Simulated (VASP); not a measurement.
The system is AlSn.

```
CELL_PARAMETERS angstrom
4.19811 0.00000 0.00000
-2.09905 3.63567 0.00000
0.00000 0.00000 3.30685
ATOMIC_POSITIONS crystal
Sn 0.33333 0.66667 0.50000
Al 0.00000 0.00000 0.00000
```

Base run:

* Program: VASP 6.6.1
* Functional: PBEsol
* Potentials or basis: VASP PAW PBE potentials, release 64 (Sn_d, Al)
* Cutoff: 520 eV
* k mesh: 7 × 7 × 8
* Occupations: gaussian, width 0.02 eV
* Spin: no spin polarisation

Its results: band gap on the k mesh zero (an odd number of electrons rules out a gap without spin polarisation); pressure -1.8 GPa.

**Question.** After a change of settings the same cell gave: band gap on the k mesh zero (an odd number of electrons rules out a gap without spin polarisation); pressure 0.2 GPa. Which change was it?
A. functional from PBEsol to RPBE; further incar settings from ALGO = Normal; EDIFF = 1e-07; NBANDS = 16 to ALGO = Normal; EDIFF = 1e-06; NBANDS = 16
B. functional from PBEsol to PBE; occupations from gaussian, width 0.02 eV to gaussian, width 0.014 eV
C. functional from PBEsol to LDA; potentials or basis from VASP PAW PBE potentials, release 64 (Sn_d, Al) to VASP PAW LDA potentials, release 64 (Sn_d, Al)

**Answer.** B.

Caveats: spin-orbit coupling is left out, which moves the levels of the heavy elements; the PAW data sets were made with another functional, which shifts forces and pressure a little (at least some runs).
